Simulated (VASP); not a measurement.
# MgSi3N (P6/mmm) in VASP: further runs

MgSi3N is run at these levels: PBE; tasks: single point.

Everything below comes from runs of VASP 6.6.1. Logs are shortened: lines on timing, memory, paths and dates and some standing lists are left out, and cuts for length are marked.

### Step 1. The cell of the first run

The structure is hexagonal, space group P6/mmm (No. 191). The conventional cell has a = 3.376 Å, b = 3.376 Å, c = 7.377 Å, α = 90.00°, β = 90.00°, γ = 120.00°. Mg (site symmetry 6/mmm) has 6 Mg at 3.38 Å and 2 N at 3.69 Å and 12 Si at 4.06 Å within 4.4 Å. Within 2.2 Å of Si (site symmetry mmm) lie 4 Si at 1.69 Å and 2 N at 1.69 Å. Within 2.2 Å of N (site symmetry 6/mmm) lie 6 Si at 1.69 Å.

The cell was generated, and may not be a known phase.

### Step 2. Single point, PBE

Input file INCAR:

```
SYSTEM = MgSi3N
PREC = Accurate ; ENCUT = 520
EDIFF = 1E-7 ; ISMEAR = 0
SIGMA = 0.1 ; LREAL = .False.
LASPH = .True. ; NELM = 100
ALGO = Normal ; ISIF = 2
LWAVE = .False. ; LCHARG = .False.
GGA = PE ; NBANDS = 18
```

Input file KPOINTS:

```
Automatic mesh
0
Gamma
  6 6 4
  0 0 0
```

Input file POSCAR:

```
MgSi3N
1.0
    3.3758764000      0.0000000000      0.0000000000
   -1.6879382000      2.9235947200      0.0000000000
    0.0000000000      0.0000000000      7.3769442000
Mg Si N
1 3 1
Direct
    0.0000000000      0.0000000000      0.0000000000
    0.5000000000      0.0000000000      0.5000000000
    0.0000000000      0.5000000000      0.5000000000
    0.5000000000      0.5000000000      0.5000000000
    0.0000000000      0.0000000000      0.5000000000
```

Potentials or basis: VASP PAW PBE potentials, release 64 (Mg, Si, N).

Run with:

```console
cat potpaw_PBE.64/Mg/POTCAR potpaw_PBE.64/Si/POTCAR potpaw_PBE.64/N/POTCAR > POTCAR
mpirun -np 1 vasp_std > vasp.out
```

OUTCAR:

```text
SYSTEM = MgSi3N
   PREC = Accurate
   ENCUT = 520
   EDIFF = 1E-7
   ISMEAR = 0
   LREAL = .False.
   LASPH = .True.
   NELM = 100
   ISIF = 2
   GGA = PE

 ion  position               nearest neighbor table
   1  0.000  0.000  0.000-
   2  0.500  0.000  0.500-   3 1.69   4 1.69   4 1.69   3 1.69   5 1.69   5 1.69   3 2.92   3 2.92
                             4 2.92   4 2.92
   3  0.000  0.500  0.500-   2 1.69   5 1.69   5 1.69   2 1.69   4 1.69   4 1.69   4 2.92   4 2.92
                             2 2.92   2 2.92
   4  0.500  0.500  0.500-   2 1.69   5 1.69   2 1.69   5 1.69   3 1.69   3 1.69   3 2.92   3 2.92
                             2 2.92   2 2.92
   5  0.000  0.000  0.500-   3 1.69   4 1.69   3 1.69   4 1.69   2 1.69   2 1.69

  LATTYP: Found a hexagonal cell.
 ALAT       =     3.3758764000
 C/A-ratio  =     2.1851938063

  Lattice vectors:

 A1 = (   3.3758764000,   0.0000000000,   0.0000000000)
 A2 = (  -1.6879382000,   2.9235947200,   0.0000000000)
 A3 = (   0.0000000000,   0.0000000000,   7.3769442000)

Analysis of symmetry for initial positions (statically):
=====================================================================
 Subroutine PRICEL returns:
 Original cell was already a primitive cell.

 Routine SETGRP: Setting up the symmetry group for a
 hexagonal supercell.

 Subroutine GETGRP returns: Found 24 space group operations
 (whereof 24 operations were pure point group operations)
 out of a pool of 24 trial point group operations.

The static configuration has the point symmetry D_6h.

Analysis of symmetry for dynamics (positions and initial velocities):
=====================================================================
 Subroutine PRICEL returns:
 Original cell was already a primitive cell.

 Routine SETGRP: Setting up the symmetry group for a
 hexagonal supercell.

 Subroutine GETGRP returns: Found 24 space group operations
 (whereof 24 operations were pure point group operations)
 out of a pool of 24 trial point group operations.

The dynamic configuration has the point symmetry D_6h.

 Subroutine INISYM returns: Found 24 space group operations
 (whereof 24 operations are pure point group operations),
 and found     1 'primitive' translations

----------------------------------------------------------------------------------------

                                     Primitive cell

  volume of cell :      72.8082

  direct lattice vectors                    reciprocal lattice vectors
     3.375876400  0.000000000  0.000000000     0.296219376  0.171022337  0.000000000
    -1.687938200  2.923594720  0.000000000     0.000000000  0.342044673  0.000000000
     0.000000000  0.000000000  7.376944200     0.000000000  0.000000000  0.135557485

  length of vectors
     3.375876400  3.375876398  7.376944200     0.342044673  0.342044673  0.135557485

  position of ions in fractional coordinates (direct lattice)
     0.000000000  0.000000000  0.000000000
     0.500000000  0.000000000  0.500000000
     0.000000000  0.500000000  0.500000000
     0.500000000  0.500000000  0.500000000
     0.000000000  0.000000000  0.500000000

  ion indices of the primitive-cell ions
   primitive index   ion index
                 1           1
                 2           2
                 3           3
                 4           4
                 5           5

----------------------------------------------------------------------------------------

 KPOINTS: Automatic mesh

Automatic generation of k-mesh.
 Grid dimensions read from file:
 generate k-points for:    6    6    4

 Generating k-lattice:

  Cartesian coordinates                     Fractional coordinates (reciprocal lattice)
     0.049369896  0.028503723  0.000000000     0.166666667  0.000000000  0.000000000
     0.000000000  0.057007446  0.000000000     0.000000000  0.166666667  0.000000000
     0.000000000  0.000000000  0.033889371     0.000000000  0.000000000  0.250000000

  Length of vectors
     0.057007445  0.057007446  0.033889371

  Shift w.r.t. Gamma in fractional coordinates (k-lattice)
     0.000000000  0.000000000  0.000000000

 Subroutine IBZKPT returns following result:
 ===========================================

 Found     21 irreducible k-points:

 Following reciprocal coordinates:
            Coordinates               Weight
  0.000000  0.000000  0.000000      1.000000
  0.166667 -0.000000  0.000000      6.000000
  0.333333 -0.000000  0.000000      6.000000
  0.500000 -0.000000  0.000000      3.000000
  0.166667  0.166667  0.000000      6.000000
  0.333333  0.166667  0.000000     12.000000
[... 13 lines left out ...]
  0.333333  0.166667  0.500000     12.000000
  0.333333  0.333333  0.500000      2.000000
   k-points           NKPTS =     21   k-points in BZ     NKDIM =     21   number of bands    NBANDS=     18
   number of dos      NEDOS =    301   number of ions     NIONS =      5
   total plane-waves  NPLWV =  43904
   dimension x,y,z NGX =    28 NGY =   28 NGZ =   56
   dimension x,y,z NGXF=    56 NGYF=   56 NGZF=  112
   ions per type =               1   3   1
   NGX,Y,Z   is equivalent  to a cutoff of  13.79, 13.79, 12.62 a.u.
   NGXF,Y,Z  is equivalent  to a cutoff of  27.58, 27.58, 25.24 a.u.
 SYSTEM =  MgSi3N
   PREC   = accura    normal or accurate (medium, high low for compatibility)
   ISTART =      0    job   : 0-new  1-cont  2-samecut
   ICHARG =      2    charge: 1-file 2-atom 10-const
   ISPIN  =      1    spin polarized calculation?
   LNONCOLLINEAR =      F non collinear calculations
   LSORBIT =      F    spin-orbit coupling
   LASPH  =      T    aspherical Exc in radial PAW
   ENCUT  =  520.0 eV  38.22 Ry    6.18 a.u.   6.28  6.28 13.72*2*pi/ulx,y,z
   NELM   =    100;   NELMIN=  2; NELMDL= -5     # of ELM steps
   EDIFF  = 0.1E-06   stopping-criterion for ELM
   LREAL  =      F    real-space projection
   EDIFFG = 0.1E-05   stopping-criterion for IOM
   NSW    =      0    number of steps for IOM
   IBRION =     -1    ionic relax: 0-MD 1-quasi-New 2-CG
   NFREE  =      0    steps in history (QN), initial steepest desc. (CG)
   ISIF   =      2    stress and relaxation
   ISYM   =      2    0-nonsym 1-usesym 2-fastsym
   POTIM  = 0.5000    time-step for ionic-motion
   TEBEG  =    0.0;   TEEND  =   0.0 temperature during run
   PSTRESS=    0.0 pullay stress
   NELECT =      19.0000    total number of electrons
   NUPDOWN=      -1.0000    fix difference up-down
   EMIN   =  10.00;   EMAX   =-10.00  energy-range for DOS
   EFERMI =   0.00;   METHOD = LEGACY
   ISMEAR =     0;   SIGMA  =   0.10  broadening in eV -4-tet -1-fermi 0-gaus
   EFERMI_NEDOS =   21; number of points for ismear=-14 and -15
   IALGO  =     38    algorithm
   IMIX   =      4    mixing-type and parameters
     AMIX     =   0.40;   BMIX     =  1.00
     AMIX_MAG =   1.60;   BMIX_MAG =  1.00
  volume/ion in A,a.u.               =      14.56        98.27
  Fermi-wavevector in a.u.,A,eV,Ry     =   1.046163  1.976961 14.890988  1.094457
  Thomas-Fermi vector in A             =   2.180989
   LORBIT       =      0    0 simple, 1 ext, 2 COOP (PROOUT), +10 PAW based schemes
   GGA     = PE    functional components
   LHFCALC =     F    Hartree Fock is set to
   AEXX    =    0.0000 exact exchange contribution
   IVDW    =     0    specifies the selected vdW correction
   LEPSILON=     F    determine dielectric tensor
   LRPA    =     F    only Hartree local field effects (RPA)
 non-spin polarized calculation
 Gauss-broadening in eV      SIGMA  =   0.10
  energy-cutoff  :      520.00
  volume of cell :       72.81
 maximum number of plane-waves:      1995
 NGX is ok and might be reduce to    28
   NGX = 13   NGY = 13   NGZ = 27

 number of electron      18.9999998 magnetization

 Free energy of the ion-electron system (eV)
  ---------------------------------------------------
  ext. energy  EPLUGINS =         0.00000000
  ---------------------------------------------------
  free energy    TOTEN  =         9.44100161 eV

  energy without entropy =        9.44757317  energy(sigma->0) =        9.44428739

 E-fermi :   7.3206     XC(G=0):  -9.4499

 val. band max:        7.2915367798   @ k =   0.1667   0.1667   0.0000
 cond. band min:       7.4659953528   @ k =   0.5000  -0.0000   0.5000
 fundamental gap:      0.1744585730
 Fermi energy:         7.3205944982

 k-point     1 :       0.0000    0.0000    0.0000
  band No.  band energies     occupation
      1     -18.4377      2.00000
      2      -6.8828      2.00000
      3      -6.8828      2.00000
      4      -4.7186      2.00000
      5      -4.6667      2.00000
      6      -1.8831      2.00000
[... 10 lines left out ...]
     17      14.2206      0.00000
     18      17.9807      0.00000

 k-point     2 :       0.1667   -0.0000    0.0000
  band No.  band energies     occupation
      1     -18.1306      2.00000
      2      -8.5660      2.00000
      3      -7.1158      2.00000
      4      -4.3173      2.00000
      5      -3.3707      2.00000
      6      -2.4126      2.00000
[... 10 lines left out ...]
     17      16.0902      0.00000
     18      16.3060      0.00000

 k-point     3 :       0.3333   -0.0000    0.0000
  band No.  band energies     occupation
      1     -17.3647      2.00000
      2     -10.6815      2.00000
      3      -7.5359      2.00000
      4      -4.1971      2.00000
      5      -3.3628      2.00000
      6      -0.4892      2.00000
[... 10 lines left out ...]
     17      14.0058      0.00000
     18      14.5380      0.00000

 k-point     4 :       0.5000   -0.0000    0.0000
  band No.  band energies     occupation
      1     -16.8414      2.00000
      2     -11.6920      2.00000
      3      -7.7274      2.00000
      4      -4.6331      2.00000
      5      -2.5571      2.00000
      6       0.6496      2.00000
[... 312 lines left out ...]
      4      -3.6658      2.00000
      5      -2.9632      2.00000
      6      -1.7428      2.00000
[... 10 lines left out ...]
     17      13.6394      0.00000
     18      13.7056      0.00000

 k-point    20 :       0.3333    0.1667    0.5000
  band No.  band energies     occupation
      1     -16.8747      2.00000
      2     -11.1962      2.00000
      3      -8.9284      2.00000
      4      -3.1151      2.00000
      5      -2.6455      2.00000
      6      -0.2869      2.00000
[... 10 lines left out ...]
     17      13.0244      0.00000
     18      13.6264      0.00000

 k-point    21 :       0.3333    0.3333    0.5000
  band No.  band energies     occupation
      1     -16.6048      2.00000
      2     -10.5906      2.00000
      3     -10.5906      2.00000
      4      -2.1865      2.00000
      5      -1.3195      2.00000
      6      -1.3195      2.00000
[... 10 lines left out ...]
     17      13.4772      0.00000
     18      13.9807      0.00000

------------------------ aborting loop because EDIFF is reached ----------------------------------------

  FORCE on cell =-STRESS in cart. coord.  units (eV):
  Direction    XX          YY          ZZ          XY          YZ          ZX
  --------------------------------------------------------------------------------------
  -------------------------------------------------------------------------------------
  Total      115.8293604    115.8293602     -0.8673929     -0.0000000     -0.0000000      0.0000000
  in kB     2548.8779239   2548.8779197    -19.0873764     -0.0000000     -0.0000000      0.0000000
  external PRESSURE =    1692.8894890 kB  Pullay stress =       0.0000000 kB

 VOLUME and BASIS-vectors are now :
 -----------------------------------------------------------------------------
  energy-cutoff  :      520.00
  volume of cell :       72.81
      direct lattice vectors                 reciprocal lattice vectors
     3.375876400  0.000000000  0.000000000     0.296219376  0.171022337  0.000000000
    -1.687938200  2.923594720  0.000000000     0.000000000  0.342044673  0.000000000
     0.000000000  0.000000000  7.376944200     0.000000000  0.000000000  0.135557485

 POSITION                                       TOTAL-FORCE (eV/Angst)
 -----------------------------------------------------------------------------------
      0.00000      0.00000      0.00000        -0.000000      0.000000      0.000000
      1.68794      0.00000      3.68847        -0.000000      0.000000      0.000000
     -0.84397      1.46180      3.68847        -0.000000      0.000000      0.000000
      0.84397      1.46180      3.68847         0.000000      0.000000      0.000000
      0.00000      0.00000      3.68847        -0.000000      0.000000      0.000000
 -----------------------------------------------------------------------------------
    total drift:                               -0.000000      0.000000      0.000000

  FREE ENERGIE OF THE ION-ELECTRON SYSTEM (eV)
  ---------------------------------------------------
  free  energy   TOTEN  =         9.4410016066 eV

  energy  without entropy=        9.4475731656  energy(sigma->0) =        9.44428739
```

Wall time 19 s (1 thread of Intel Xeon 6975P-C (Granite Rapids), shared host); peak memory 0.2 GiB.

Results:

- Free energy: 9.4410 eV
- Pressure: 169.3 GPa
- Band gap on the k mesh: zero (an odd number of electrons rules out a gap without spin polarisation)

Stress tensor (GPa, compression positive):
```
254.89   0.00   0.00
  0.00 254.89   0.00
  0.00   0.00  -1.91
```

Levels at points of the mesh, in eV from the Fermi level:
```tsv
k point	band 8	band 9	band 10	band 11	band 12	band 13
(0.00, 0.00, 0.00)	-2.40	-2.40	-2.11	0.88	1.37	1.99
(0.50, 0.00, 0.00)	-1.70	-0.42	-0.33	2.02	2.11	3.43
(0.00, 0.00, 0.50)	-2.40	-2.40	-1.83	-1.47	1.99	4.90
(0.50, 0.00, 0.50)	-1.78	0.15	0.44	1.52	1.99	2.02
```

Caveat: the stress differs along the axes, from -2 to 255 GPa.

### Step 3. Single point, PBE

This run uses another cell than the first one, of 17.34 Å³/atom.

Input file INCAR:

```
SYSTEM = MgSi3N
PREC = Accurate
ENCUT = 520
EDIFF = 1E-6
ISMEAR = 0
SIGMA = 0.1
LREAL = .False.
LASPH = .True.
NELM = 60
ALGO = Normal
ISIF = 2
LWAVE = .False.
LCHARG = .False.
GGA = PE
NBANDS = 18
```

KPOINTS is that of step 2.

Edit POSCAR of step 2 so:

```diff
@@ -2,5 +2,5 @@
 1.0
-    3.3758764000      0.0000000000      0.0000000000
-   -1.6879382000      2.9235947200      0.0000000000
-    0.0000000000      0.0000000000      7.3769442000
+    5.0127787553      0.0000000000      0.0000000000
+   -2.5063893776      4.3411937456      0.0000000000
+    0.0000000000      0.0000000000      3.9848703625
 Mg Si N
```

Potentials or basis: VASP PAW PBE potentials, release 64 (Mg, Si, N).

Run with:

```console
cat potpaw_PBE.64/Mg/POTCAR potpaw_PBE.64/Si/POTCAR potpaw_PBE.64/N/POTCAR > POTCAR
mpirun -np 1 vasp_std > vasp.out
```

Wall time 18 s (1 thread of Intel Xeon 6975P-C (Granite Rapids), shared host); peak memory 0.21 GiB.

Results (log left out):

* Free energy: -22.4884 eV
* Pressure: -0.2 GPa
* Band gap on the k mesh: zero (an odd number of electrons rules out a gap without spin polarisation)

Stress tensor (GPa, compression positive):
```
-0.33  0.00  0.00
 0.00 -0.33  0.00
 0.00  0.00 -0.07
```

Levels at points of the mesh, in eV from the Fermi level:
| k point | band 5 | band 6 | band 7 | band 8 | band 9 | band 10 | band 11 | band 12 | band 13 | band 14 |
| --- | --- | --- | --- | --- | --- | --- | --- | --- | --- | --- |
| (0.00, 0.00, 0.00) | -5.45 | -4.56 | -4.56 | -4.06 | -0.21 | 0.57 | 2.81 | 2.81 | 3.68 | 3.68 |
| (0.50, 0.00, 0.00) | -3.60 | -2.51 | -2.20 | -0.98 | -0.64 | 0.75 | 1.23 | 1.68 | 2.83 | 2.85 |
| (0.00, 0.00, 0.50) | -5.55 | -5.17 | -3.95 | -3.95 | -2.08 | 0.99 | 0.99 | 2.47 | 2.47 | 3.18 |
| (0.50, 0.00, 0.50) | -5.20 | -3.72 | -2.09 | -1.87 | -1.35 | -0.56 | -0.21 | 1.16 | 2.66 | 3.65 |

Caveat: the k points lie up to 0.39 Å⁻¹ apart, too coarse for converged energies and pressures of a metal.

The gap in the log of VASP goes by the Fermi energy; the results here count the filled bands.